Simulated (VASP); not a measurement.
# Ge3Cl2 (P1) in VASP: single point with PBE

Aim: the single point of Ge3Cl2 with PBE.

Everything below comes from runs of VASP 6.6.1. Logs are shortened: lines on timing, memory, paths and dates and some standing lists are left out, and cuts for length are marked.

## 1. The cell of the first run

The typed cell holds 10 atoms: a = 4.168 Å, b = 4.167 Å, c = 20.162 Å, α = 89.67°, β = 90.09°, γ = 119.97°.

## 2. Single point, PBE

Input file INCAR:

```
SYSTEM = Ge3Cl2
ALGO = Normal
EDIFF = 1E-7
ENCUT = 520
GGA = PE
ISIF = 2
ISMEAR = 0
LASPH = .True.
LCHARG = .False.
LREAL = .False.
LWAVE = .False.
NBANDS = 67
NELM = 60
PREC = Accurate
SIGMA = 0.2
```

Input file KPOINTS:

```
k-points
0
Gamma
  6 6 1
  0 0 0
```

Input file POSCAR:

```
Ge3Cl2
1.0
    4.1677031272      0.0010239254     -0.0030339351
   -2.0828894902      3.6095665475      0.0119832217
   -0.0155018865      0.0590761959     20.1619507510
Ge Cl
6 4
Direct
    0.6762451772      0.3430204520      0.9827283399
    0.3423671672      0.6754108622      0.0170773091
    0.3252347004      0.6581065216      0.5997576893
    0.9920843542      0.9927716658      0.5619212835
    0.6643095608      0.3313900334      0.4003739955
   -0.0026618522     -0.0032122474      0.4382045737
    0.6736405291      0.3439087278      0.8744246146
    0.3375206330      0.6698517259      0.1253733195
    0.3278375877      0.6540405714      0.7079398520
    0.6634221427      0.3347116873      0.2921990228
```

Potentials or basis: VASP PAW PBE potentials, release 64 (Ge_d, Cl).

On the command line:

```sh
> cat potpaw_PBE.64/Ge_d/POTCAR potpaw_PBE.64/Cl/POTCAR > POTCAR
> mpirun -np 1 vasp_std > vasp.out
```

OUTCAR:

```text
SYSTEM = Ge3Cl2
   EDIFF = 1E-7
   ENCUT = 520
   GGA = PE
   ISIF = 2
   ISMEAR = 0
   LASPH = .True.
   LREAL = .False.
   NELM = 60
   PREC = Accurate

 ion  position               nearest neighbor table
   1  0.676  0.343  0.983-   7 2.18   2 2.50   2 2.50   2 2.50
   2  0.342  0.675  0.017-   8 2.18   1 2.50   1 2.50   1 2.50
   3  0.325  0.658  0.600-   9 2.18   4 2.52   4 2.52   4 2.52
   4  0.992  0.993  0.562-   6 2.49   3 2.52   3 2.52   3 2.52
   5  0.664  0.331  0.400-  10 2.18   6 2.52   6 2.52   6 2.52
   6  0.997  0.997  0.438-   4 2.49   5 2.52   5 2.52   5 2.52
   7  0.674  0.344  0.874-   1 2.18
   8  0.338  0.670  0.125-   2 2.18
   9  0.328  0.654  0.708-   3 2.18
  10  0.663  0.335  0.292-   5 2.18

  LATTYP: Found a triclinic cell.
 ALAT       =     4.1674384083
 B/A-ratio  =     1.0000638159
 C/A-ratio  =     4.8379942987
 COS(alpha) =     0.0014961046
 COS(beta)  =     0.0057975445
 COS(gamma) =     0.4995900583

  Lattice vectors:

 A1 = (  -2.0828894902,   3.6095665475,   0.0119832217)
 A2 = (  -4.1677031272,  -0.0010239254,   0.0030339351)
 A3 = (  -0.0155018865,   0.0590761959,  20.1619507510)

Analysis of symmetry for initial positions (statically):
=====================================================================
 Subroutine PRICEL returns:
 Original cell was already a primitive cell.

 Routine SETGRP: Setting up the symmetry group for a
 triclinic supercell.

 Subroutine GETGRP returns: Found  1 space group operations
 (whereof  1 operations were pure point group operations)
 out of a pool of  2 trial point group operations.

The static configuration has the point symmetry C_1 .

Analysis of symmetry for dynamics (positions and initial velocities):
=====================================================================
 Subroutine PRICEL returns:
 Original cell was already a primitive cell.

 Routine SETGRP: Setting up the symmetry group for a
 triclinic supercell.

 Subroutine GETGRP returns: Found  1 space group operations
 (whereof  1 operations were pure point group operations)
 out of a pool of  2 trial point group operations.

The dynamic configuration has the point symmetry C_1 .

 Subroutine INISYM returns: Found  1 space group operations
 (whereof  1 operations are pure point group operations),
 and found     1 'primitive' translations

----------------------------------------------------------------------------------------

                                     Primitive cell

  volume of cell :     303.3486

  direct lattice vectors                    reciprocal lattice vectors
     4.167703127  0.001023925 -0.003033935     0.239906142  0.138437850 -0.000221178
    -2.082889490  3.609566548  0.011983222    -0.000068646  0.277004658 -0.000811700
    -0.015501886  0.059076196 20.161950751     0.000036141 -0.000143805  0.049598824

  length of vectors
     4.167704357  4.167438408 20.162043259     0.276983834  0.277005855  0.049599046

  position of ions in fractional coordinates (direct lattice)
     0.676245177  0.343020452  0.982728340
     0.342367167  0.675410862  0.017077309
     0.325234700  0.658106522  0.599757689
     0.992084354  0.992771666  0.561921283
     0.664309561  0.331390033  0.400373995
     0.997338148  0.996787753  0.438204574
     0.673640529  0.343908728  0.874424615
     0.337520633  0.669851726  0.125373319
     0.327837588  0.654040571  0.707939852
     0.663422143  0.334711687  0.292199023

  ion indices of the primitive-cell ions
   primitive index   ion index
                 1           1
                 2           2
                 3           3
                 4           4
                 5           5
                 6           6
                 7           7
                 8           8
                 9           9
                10          10

----------------------------------------------------------------------------------------

 KPOINTS: k-points

Automatic generation of k-mesh.
 Grid dimensions read from file:
 generate k-points for:    6    6    1

 Generating k-lattice:

  Cartesian coordinates                     Fractional coordinates (reciprocal lattice)
     0.039984357  0.023072975 -0.000036863     0.166666667 -0.000000000  0.000000000
    -0.000011441  0.046167443 -0.000135283    -0.000000000  0.166666667 -0.000000000
     0.000036141 -0.000143805  0.049598824     0.000000000  0.000000000  1.000000000

  Length of vectors
     0.046163972  0.046167643  0.049599046

  Shift w.r.t. Gamma in fractional coordinates (k-lattice)
     0.000000000  0.000000000  0.000000000

 Subroutine IBZKPT returns following result:
 ===========================================

 Found     20 irreducible k-points:

 Following reciprocal coordinates:
            Coordinates               Weight
  0.000000  0.000000  0.000000      1.000000
  0.166667 -0.000000  0.000000      2.000000
  0.333333 -0.000000  0.000000      2.000000
  0.500000  0.000000  0.000000      1.000000
 -0.000000  0.166667 -0.000000      2.000000
  0.166667  0.166667  0.000000      2.000000
[... 12 lines left out ...]
  0.333333  0.500000  0.000000      2.000000
  0.500000  0.500000  0.000000      1.000000
   k-points           NKPTS =     20   k-points in BZ     NKDIM =     20   number of bands    NBANDS=     67
   number of dos      NEDOS =    301   number of ions     NIONS =     10
   total plane-waves  NPLWV = 153600
   dimension x,y,z NGX =    32 NGY =   32 NGZ =  150
   dimension x,y,z NGXF=    64 NGYF=   64 NGZF=  300
   ions per type =               6   4
   NGX,Y,Z   is equivalent  to a cutoff of  12.76, 12.77, 12.37 a.u.
   NGXF,Y,Z  is equivalent  to a cutoff of  25.53, 25.53, 24.74 a.u.
 SYSTEM =  Ge3Cl2
   PREC   = accura    normal or accurate (medium, high low for compatibility)
   ISTART =      0    job   : 0-new  1-cont  2-samecut
   ICHARG =      2    charge: 1-file 2-atom 10-const
   ISPIN  =      1    spin polarized calculation?
   LNONCOLLINEAR =      F non collinear calculations
   LSORBIT =      F    spin-orbit coupling
   LASPH  =      T    aspherical Exc in radial PAW
   ENCUT  =  520.0 eV  38.22 Ry    6.18 a.u.   7.75  7.75 37.49*2*pi/ulx,y,z
   NELM   =     60;   NELMIN=  2; NELMDL= -5     # of ELM steps
   EDIFF  = 0.1E-06   stopping-criterion for ELM
   LREAL  =      F    real-space projection
   EDIFFG = 0.1E-05   stopping-criterion for IOM
   NSW    =      0    number of steps for IOM
   IBRION =     -1    ionic relax: 0-MD 1-quasi-New 2-CG
   NFREE  =      0    steps in history (QN), initial steepest desc. (CG)
   ISIF   =      2    stress and relaxation
   ISYM   =      2    0-nonsym 1-usesym 2-fastsym
   POTIM  = 0.5000    time-step for ionic-motion
   TEBEG  =    0.0;   TEEND  =   0.0 temperature during run
   PSTRESS=    0.0 pullay stress
   NELECT =     112.0000    total number of electrons
   NUPDOWN=      -1.0000    fix difference up-down
   EMIN   =  10.00;   EMAX   =-10.00  energy-range for DOS
   EFERMI =   0.00;   METHOD = LEGACY
   ISMEAR =     0;   SIGMA  =   0.20  broadening in eV -4-tet -1-fermi 0-gaus
   EFERMI_NEDOS =   21; number of points for ismear=-14 and -15
   IALGO  =     38    algorithm
   IMIX   =      4    mixing-type and parameters
     AMIX     =   0.40;   BMIX     =  1.00
     AMIX_MAG =   1.60;   BMIX_MAG =  1.00
  volume/ion in A,a.u.               =      30.33       204.71
  Fermi-wavevector in a.u.,A,eV,Ry     =   1.174447  2.219383 18.766873  1.379326
  Thomas-Fermi vector in A             =   2.310844
   LORBIT       =      0    0 simple, 1 ext, 2 COOP (PROOUT), +10 PAW based schemes
   GGA     = PE    functional components
   LHFCALC =     F    Hartree Fock is set to
   AEXX    =    0.0000 exact exchange contribution
   IVDW    =     0    specifies the selected vdW correction
   LEPSILON=     F    determine dielectric tensor
   LRPA    =     F    only Hartree local field effects (RPA)
 non-spin polarized calculation
 Gauss-broadening in eV      SIGMA  =   0.20
  energy-cutoff  :      520.00
  volume of cell :      303.35
 maximum number of plane-waves:      8203
   NGX = 15   NGY = 15   NGZ = 75

 number of electron     111.9999992 magnetization

 Free energy of the ion-electron system (eV)
  ---------------------------------------------------
  ext. energy  EPLUGINS =         0.00000000
  ---------------------------------------------------
  free energy    TOTEN  =       -38.79552588 eV

  energy without entropy =      -38.77422137  energy(sigma->0) =      -38.78487362

 E-fermi :   1.2304     XC(G=0):  -7.9093

 val. band max:        1.2298150792   @ k =   0.0000   0.0000   0.0000
 cond. band min:       1.2376429695   @ k =   0.0000   0.0000   0.0000
 fundamental gap:      0.0078278904
 Fermi energy:         1.2304384424

 k-point     1 :       0.0000    0.0000    0.0000
  band No.  band energies     occupation
      1     -23.5314      2.00000
      2     -23.5309      2.00000
      3     -23.4932      2.00000
      4     -23.4930      2.00000
      5     -23.4926      2.00000
      6     -23.4924      2.00000
[... 59 lines left out ...]
     66       4.9920      0.00000
     67       5.0047      0.00000

 k-point     2 :       0.1667   -0.0000    0.0000
  band No.  band energies     occupation
      1     -23.5342      2.00000
      2     -23.5333      2.00000
      3     -23.4953      2.00000
      4     -23.4944      2.00000
      5     -23.4933      2.00000
      6     -23.4923      2.00000
[... 59 lines left out ...]
     66       5.7847      0.00000
     67       6.0462      0.00000

 k-point     3 :       0.3333   -0.0000    0.0000
  band No.  band energies     occupation
      1     -23.5389      2.00000
      2     -23.5372      2.00000
      3     -23.4979      2.00000
      4     -23.4971      2.00000
      5     -23.4961      2.00000
      6     -23.4929      2.00000
[... 1179 lines left out ...]
     66       7.0948      0.00000
     67       7.2351      0.00000

 k-point    20 :       0.5000    0.5000    0.0000
  band No.  band energies     occupation
      1     -23.5407      2.00000
      2     -23.5387      2.00000
      3     -23.4986      2.00000
      4     -23.4981      2.00000
      5     -23.4975      2.00000
      6     -23.4940      2.00000
[... 59 lines left out ...]
     66       7.9163      0.00000
     67       7.9828      0.00000

------------------------ aborting loop because EDIFF is reached ----------------------------------------

  FORCE on cell =-STRESS in cart. coord.  units (eV):
  Direction    XX          YY          ZZ          XY          YZ          ZX
  --------------------------------------------------------------------------------------
  -------------------------------------------------------------------------------------
  Total       -0.1217753     -0.1303942     -0.3893569     -0.0018710     -0.0031789      0.0096637
  in kB       -0.6431729     -0.6886951     -2.0564420     -0.0098822     -0.0167897      0.0510400
  external PRESSURE =      -1.1294367 kB  Pullay stress =       0.0000000 kB

 VOLUME and BASIS-vectors are now :
 -----------------------------------------------------------------------------
  energy-cutoff  :      520.00
  volume of cell :      303.35
      direct lattice vectors                 reciprocal lattice vectors
     4.167703127  0.001023925 -0.003033935     0.239906142  0.138437850 -0.000221178
    -2.082889490  3.609566548  0.011983222    -0.000068646  0.277004658 -0.000811700
    -0.015501886  0.059076196 20.161950751     0.000036141 -0.000143805  0.049598824

 POSITION                                       TOTAL-FORCE (eV/Angst)
 -----------------------------------------------------------------------------------
      2.08868      1.29690     19.81578        -0.007652      0.000741     -0.039879
      0.01981      2.43930      0.35137         0.003749     -0.003892      0.037472
     -0.02458      2.41124     12.09918         0.000066      0.000512      0.037782
      2.05817      3.61769     11.33832         0.011228     -0.001026      0.000895
      2.07219      1.22051      8.07428        -0.000808      0.000012     -0.035388
      2.07362      3.62488      8.84398        -0.006573     -0.000422     -0.000039
      2.07765      1.29371     17.63218         0.001508      0.001411      0.036016
      0.00952      2.42563      2.53477         0.002438      0.001071     -0.033589
     -0.00694      2.40296     14.28029        -0.004990      0.001617     -0.041721
      2.06325      1.22611      5.89330         0.001035     -0.000024      0.038451
 -----------------------------------------------------------------------------------
    total drift:                               -0.000150      0.001005      0.000426

  FREE ENERGIE OF THE ION-ELECTRON SYSTEM (eV)
  ---------------------------------------------------
  free  energy   TOTEN  =       -38.7955258754 eV

  energy  without entropy=      -38.7742213737  energy(sigma->0) =      -38.78487362
```

It took 6.5 min on 1 thread of AMD EPYC 7R13 (Zen 3), shared host; peak memory 0.51 GiB.

Results:

```
Free energy            : -38.7955 eV
Pressure               : -0.1 GPa
Largest force          : 0.042 eV/Å
Band gap on the k mesh : 0.01 eV
```

Forces in eV/Å, atoms in the order of the input:
```
Ge  -0.008  0.001 -0.040
Ge   0.004 -0.004  0.037
Ge   0.000  0.001  0.038
Ge   0.011 -0.001  0.001
Ge  -0.001  0.000 -0.035
Ge  -0.007  0.000  0.000
Cl   0.002  0.001  0.036
Cl   0.002  0.001 -0.034
Cl  -0.005  0.002 -0.042
Cl   0.001  0.000  0.038
```

Caveat: semilocal functionals underestimate gaps, and a narrow one can read as zero.
